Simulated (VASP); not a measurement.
# Gd3O5 (P4/mmm) in VASP: single point with PBE

Aim: the single point of Gd3O5 with PBE.

All numbers are computed with VASP 6.6.1; they aren't measurements. Logs are shortened: lines on timing, memory, paths and dates and some standing lists are left out, and cuts for length are marked.

## Step 1: The cell of the first run

The structure is tetragonal, space group P4/mmm (No. 123). The conventional cell has a = 3.803 Å, b = 3.803 Å, c = 8.522 Å, α = 90.00°, β = 90.00°, γ = 90.00°. Gd (site symmetry 4/mmm) has 8 O at 2.37 Å within 3.1 Å. Within 2.9 Å of Gd (site symmetry 4mm) lie 4 O at 2.20 Å. Within 2.9 Å of O (site symmetry 2mm) lie 4 Gd at 2.20 to 2.37 Å and 5 O at 2.69 to 2.84 Å. O (site symmetry 4/mmm) has 10 Gd at 3.20 to 4.26 Å and 12 O at 3.42 to 3.80 Å within 4.3 Å.

## Step 2: Single point, PBE, collinear spin, ferromagnetic start

The input, INCAR:

```
SYSTEM = Gd3O5
PREC     = Accurate       ! precision mode
ENCUT    = 800            ! plane-wave cutoff, eV
EDIFF    = 1E-6           ! SCF threshold, eV
ISMEAR   = 0              ! smearing method
SIGMA    = 0.2            ! smearing width, eV
LREAL    = .FALSE.        ! projectors in reciprocal space
LASPH    = .TRUE.         ! aspherical terms in the spheres
NELM     = 300            ! most SCF steps
ALGO     = All            ! electronic algorithm
ISIF     = 2              ! what is computed and relaxed
LWAVE    = .FALSE.        ! write WAVECAR
LCHARG   = .TRUE.         ! write CHGCAR
ISPIN    = 2              ! spin polarisation
MAGMOM   = 7 7 7 0 0 0 0 0 ! initial moments
LORBIT   = 11             ! projections on sites
LMAXMIX  = 6              ! l up to which the mixer works
GGA      = PE             ! functional
LVHAR    = .TRUE.       
NBANDS   = 56             ! bands
GGA_COMPAT= .FALSE.      
ISEARCH  = 1            
KPAR     = 4
```

The input, KPOINTS:

```
Automatic mesh
0
G
  4 4 2
  0 0 0
```

The input, POSCAR:

```
Gd3O5
1.0
    3.8033616524      0.0000000000      0.0000000000
    0.0000000000      3.8033616524      0.0000000000
    0.0000000000      0.0000000000      8.5216701742
Gd O
3 5
Direct
    0.0000000000      0.0000000000      0.0000000000
    0.5000000000      0.5000000000      0.2964438867
    0.5000000000      0.5000000000      0.7035561133
    0.0000000000      0.5000000000      0.8331329021
    0.5000000000      0.0000000000      0.8331329021
    0.0000000000      0.5000000000      0.1668670979
    0.5000000000      0.0000000000      0.1668670979
    0.0000000000      0.0000000000      0.5000000000
```

Potentials or basis: VASP PAW PBE potentials, release 64 (Gd, O).

On the command line:

```
> cat potpaw_PBE.64/Gd/POTCAR potpaw_PBE.64/O/POTCAR > POTCAR
> mpirun -np 4 vasp_std > vasp.out
```

OUTCAR:

```text
SYSTEM = Gd3O5
   PREC = Accurate
   ENCUT = 800
   EDIFF = 1E-6
   ISMEAR = 0
   LREAL = .FALSE.
   LASPH = .TRUE.
   NELM = 300
   ISIF = 2
   ISPIN = 2
   LORBIT = 11
   GGA = PE

 ion  position               nearest neighbor table
   1  0.000  0.000  0.000-   4 2.37   5 2.37   6 2.37   7 2.37   4 2.37   6 2.37   5 2.37   7 2.37

   2  0.500  0.500  0.296-   6 2.20   7 2.20   7 2.20   6 2.20   3 3.47
   3  0.500  0.500  0.704-   4 2.20   5 2.20   5 2.20   4 2.20   2 3.47
   4  0.000  0.500  0.833-   3 2.20   3 2.20   1 2.37   1 2.37
   5  0.500  0.000  0.833-   3 2.20   3 2.20   1 2.37   1 2.37
   6  0.000  0.500  0.167-   2 2.20   2 2.20   1 2.37   1 2.37
   7  0.500  0.000  0.167-   2 2.20   2 2.20   1 2.37   1 2.37
   8  0.000  0.000  0.500-

  LATTYP: Found a simple tetragonal cell.
 ALAT       =     3.8033616524
 C/A-ratio  =     2.2405626793

  Lattice vectors:

 A1 = (   3.8033616524,   0.0000000000,   0.0000000000)
 A2 = (   0.0000000000,   3.8033616524,   0.0000000000)
 A3 = (   0.0000000000,   0.0000000000,   8.5216701742)

Analysis of symmetry for initial positions (statically):
=====================================================================
 Subroutine PRICEL returns:
 Original cell was already a primitive cell.

 Routine SETGRP: Setting up the symmetry group for a
 simple tetragonal supercell.

 Subroutine GETGRP returns: Found 16 space group operations
 (whereof 16 operations were pure point group operations)
 out of a pool of 16 trial point group operations.

The static configuration has the point symmetry D_4h.

Analysis of symmetry for dynamics (positions and initial velocities):
=====================================================================
 Subroutine PRICEL returns:
 Original cell was already a primitive cell.

 Routine SETGRP: Setting up the symmetry group for a
 simple tetragonal supercell.

 Subroutine GETGRP returns: Found 16 space group operations
 (whereof 16 operations were pure point group operations)
 out of a pool of 16 trial point group operations.

The dynamic configuration has the point symmetry D_4h.

[... 148 lines left out ...]
   NGX = 17   NGY = 17   NGZ = 39

 number of electron      83.9999984 magnetization      20.0006250

 Free energy of the ion-electron system (eV)
  ---------------------------------------------------
  ext. energy  EPLUGINS =         0.00000000
  ---------------------------------------------------
  free energy    TOTEN  =       -82.96423087 eV

  energy without entropy =      -82.86981432  energy(sigma->0) =      -82.91702260

 E-fermi :   1.6138     XC(G=0): -10.5393

 val. band max:        1.5645701957   @ k =   0.5000   0.2500   0.5000
 cond. band min:       1.6181864323   @ k =   0.2500   0.2500   0.5000
 fundamental gap:      0.0536162366
 Fermi energy:         1.6138400382

 spin component 1

 k-point     1 :       0.0000    0.0000    0.0000
  band No.  band energies     occupation
      1     -41.3903      1.00000
      2     -41.3706      1.00000
      3     -40.7736      1.00000
      4     -19.6369      1.00000
      5     -19.5548      1.00000
      6     -18.7486      1.00000
[... 673 lines left out ...]
     53       2.1781      0.00003
     54       5.0367      0.00000
 Fermi energy:         1.6138400382

 spin component 2

 k-point     1 :       0.0000    0.0000    0.0000
  band No.  band energies     occupation
      1     -38.2987      1.00000
      2     -38.2728      1.00000
      3     -37.7093      1.00000
      4     -18.2334      1.00000
      5     -17.9305      1.00000
      6     -16.6280      1.00000
[... 673 lines left out ...]
     53       5.3763      0.00000
     54       5.8652      0.00000
 [bands above 54 left out]

------------------------ aborting loop because EDIFF is reached ----------------------------------------

  FORCE on cell =-STRESS in cart. coord.  units (eV):
  Direction    XX          YY          ZZ          XY          YZ          ZX
  --------------------------------------------------------------------------------------
  -------------------------------------------------------------------------------------
  Total        0.7176483      0.7176483      0.7793633      0.0000000      0.0000000      0.0000000
  in kB        9.3274362      9.3274362     10.1295591      0.0000000      0.0000000      0.0000000
  external PRESSURE =       9.5948105 kB  Pullay stress =       0.0000000 kB

 VOLUME and BASIS-vectors are now :
 -----------------------------------------------------------------------------
  energy-cutoff  :      800.00
  volume of cell :      123.27
      direct lattice vectors                 reciprocal lattice vectors
     3.803361652  0.000000000  0.000000000     0.262925299  0.000000000  0.000000000
     0.000000000  3.803361652  0.000000000     0.000000000  0.262925299  0.000000000
     0.000000000  0.000000000  8.521670174     0.000000000  0.000000000  0.117347888

 POSITION                                       TOTAL-FORCE (eV/Angst)
 -----------------------------------------------------------------------------------
      0.00000      0.00000      0.00000         0.000000     -0.000000      0.000000
      1.90168      1.90168      2.52620        -0.000000      0.000000      0.081032
      1.90168      1.90168      5.99547        -0.000000      0.000000     -0.081032
      0.00000      1.90168      7.09968         0.000000     -0.000000      0.016320
      1.90168      0.00000      7.09968         0.000000     -0.000000      0.016320
      0.00000      1.90168      1.42199         0.000000     -0.000000     -0.016320
      1.90168      0.00000      1.42199         0.000000     -0.000000     -0.016320
      0.00000      0.00000      4.26084         0.000000     -0.000000      0.000000
 -----------------------------------------------------------------------------------
    total drift:                                0.000000      0.000000     -0.000000

  FREE ENERGIE OF THE ION-ELECTRON SYSTEM (eV)
  ---------------------------------------------------
  free  energy   TOTEN  =       -82.9642308701 eV

  energy  without entropy=      -82.8698164481  energy(sigma->0) =      -82.91702366

 total charge

# of ion       s       p       d       f       tot
--------------------------------------------------
    1        2.025   5.670   0.451   7.016  15.163
    2        2.034   5.633   0.535   7.045  15.247
    3        2.034   5.633   0.535   7.045  15.247
    4        1.565   3.481   0.000   0.000   5.046
    5        1.565   3.481   0.000   0.000   5.046
    6        1.565   3.481   0.000   0.000   5.046
    7        1.565   3.481   0.000   0.000   5.046
    8        1.570   3.200   0.000   0.000   4.770
--------------------------------------------------
tot         13.924  34.059   1.520  21.106  70.609

 magnetization (x)

# of ion       s       p       d       f       tot
--------------------------------------------------
    1       -0.007  -0.087   0.035   6.770   6.712
    2       -0.004  -0.083   0.061   6.790   6.765
    3       -0.004  -0.083   0.061   6.790   6.765
    4       -0.002  -0.083   0.000   0.000  -0.085
    5       -0.002  -0.083   0.000   0.000  -0.085
    6       -0.002  -0.083   0.000   0.000  -0.085
    7       -0.002  -0.083   0.000   0.000  -0.085
    8       -0.005  -0.412   0.000   0.000  -0.417
--------------------------------------------------
tot         -0.028  -0.996   0.157  20.351  19.484
```

OSZICAR:

```text
N       E                     dE             d eps       ncg     rms           ort
DAV:   1     0.129656077914E+04    0.12966E+04   -0.38838E+04   672   0.120E+04
[... 15 lines left out ...]
CGA:  98    -0.829642237718E+02   -0.16972E-05   -0.17193E-05   672   0.657E-05   0.198E-06
CGA:  99    -0.829642254896E+02   -0.17177E-05   -0.17134E-05   672   0.457E-05   0.176E-06
CGA: 100    -0.829642269036E+02   -0.14140E-05   -0.14038E-05   672   0.526E-05   0.158E-06
CGA: 101    -0.829642277267E+02   -0.82308E-06   -0.82941E-06   672   0.611E-05   0.720E-07
CGA: 102    -0.829642288265E+02   -0.10999E-05   -0.11023E-05   672   0.365E-05   0.427E-07
CGA: 103    -0.829642299879E+02   -0.11613E-05   -0.11591E-05   672   0.355E-05   0.183E-07
CGA: 104    -0.829642308701E+02   -0.88226E-06   -0.88243E-06   672   0.425E-05  -0.313E-07
   1 F= -.82964231E+02 E0= -.82917024E+02  d E =-.944144E-01  mag=    20.0006
```

Run time: 7.3 min. Hardware: 4 MPI ranks of Intel Xeon 6975P-C (Granite Rapids), shared host; peak memory 0.78 GiB.

What came out:

| Property | Result |
| --- | --- |
| Free energy | -82.9642 eV |
| Pressure | 1.0 GPa |
| Largest force | 0.081 eV/Å |
| Band gap on the k mesh | zero (filled and empty bands overlap) |
| Net moment | 20.00 μB per cell |
| Site moments | Gd +6.71, +6.76 (each value once); O -0.09, -0.42 (each value once) μB |
| Valence electrons inside the program's atomic spheres | Gd 15.16, 15.25 (each value once); O 5.05, 4.77 (each value once) |

Forces on the atoms (eV/Å):
```
Gd   0.000  0.000  0.000
Gd   0.000  0.000  0.081
Gd   0.000  0.000 -0.081
O    0.000  0.000  0.016
O    0.000  0.000  0.016
O    0.000  0.000 -0.016
O    0.000  0.000 -0.016
O    0.000  0.000  0.000
```

Levels at points of the mesh, in eV from the Fermi level:
Spin up:
| k point | band 50 | band 51 | band 52 | band 53 | band 54 | band 55 |
| --- | --- | --- | --- | --- | --- | --- |
| (0.00, 0.00, 0.00) | -0.41 | 0.14 | 0.14 | 0.15 | 2.05 | 4.94 |
| (0.50, 0.00, 0.00) | -0.73 | -0.40 | -0.12 | 0.04 | 3.46 | 3.65 |
| (0.50, 0.50, 0.00) | -0.66 | -0.48 | 0.05 | 0.56 | 3.37 | 4.87 |
| (0.00, 0.00, 0.50) | -0.12 | -0.12 | 0.02 | 0.02 | 2.15 | 5.21 |
| (0.50, 0.00, 0.50) | -0.66 | -0.28 | -0.23 | -0.22 | 3.52 | 3.77 |
| (0.50, 0.50, 0.50) | -0.67 | -0.48 | -0.08 | 0.56 | 3.42 | 4.51 |
Spin down:
```
           k point  band 30  band 31  band 32  band 33  band 34  band 35
(0.00, 0.00, 0.00)    -0.98    -0.49    -0.49     2.62     2.65     2.73
(0.50, 0.00, 0.00)    -1.19    -0.93    -0.70     2.68     2.72     2.77
(0.50, 0.50, 0.00)    -1.20    -0.62    -0.37     2.63     2.80     2.80
(0.00, 0.00, 0.50)    -0.77    -0.52    -0.52     2.62     2.74     2.80
(0.50, 0.00, 0.50)    -0.98    -0.94    -0.75     2.69     2.73     2.75
(0.50, 0.50, 0.50)    -1.31    -0.62    -0.37     2.70     2.76     2.81
```

Caveat: the k points lie up to 0.41 Å⁻¹ apart; spin-orbit coupling is left out, which moves the levels of the heavy elements; semilocal functionals describe open f shells poorly, which spoils levels, moments and volumes.

The gap in the log of VASP goes by the Fermi energy; the results here count the filled bands.